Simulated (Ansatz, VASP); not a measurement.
**Two plane-wave programs on Hf4C**

```
CELL_PARAMETERS angstrom
-2.27946 2.27946 4.64024
2.27946 -2.27946 4.64024
2.27946 2.27946 -4.64024
ATOMIC_POSITIONS crystal
Hf 0.76013 0.76013 0.00000
Hf 0.50000 0.00000 0.50000
Hf 0.00000 0.50000 0.50000
Hf 0.23987 0.23987 0.00000
C 0.00000 0.00000 0.00000
```

Change from the starting cell: species swapped into the SnF4 type (I4/mmm, No. 139).

Alike in both runs: functional PBE; k mesh 5 × 5 × 5; occupations gaussian, width 0.2 eV; no spin polarisation.

Ansatz relaxed the structure, and its values are those at the end. VASP's run is a single point on that final structure, the one shown.

```csv
,VASP,Ansatz
version,VASP 6.6.1,Ansatz 0.2.0
potentials or method,"VASP PAW PBE potentials, release 64 (Hf_pv, C), cutoff 520 eV","scalar-relativistic, plane waves, PAW"
valence electrons in the cell,44,108
```

Ansatz gave:

| Quantity | Value |
| --- | --- |
| gap on the k mesh at the Fermi level (eV) | none |
| pressure (GPa) | -0.1 |
| rms of the force components (eV/Å) | 0.012 |

**Question.** What did VASP give for the same quantities?

**Answer.** gap on the k mesh at the Fermi level (eV): none; pressure (GPa): -0.6; rms of the force components (eV/Å): 0.006.

A gap of «none» marks a metal or a gap that the smearing closes. VASP's potentials hold 44 valence electrons a cell and Ansatz's 108, so a difference there can come from the potentials and not from the codes.

The k mesh is coarse, so the values compare programs but aren't converged. Spin-orbit coupling is off throughout.
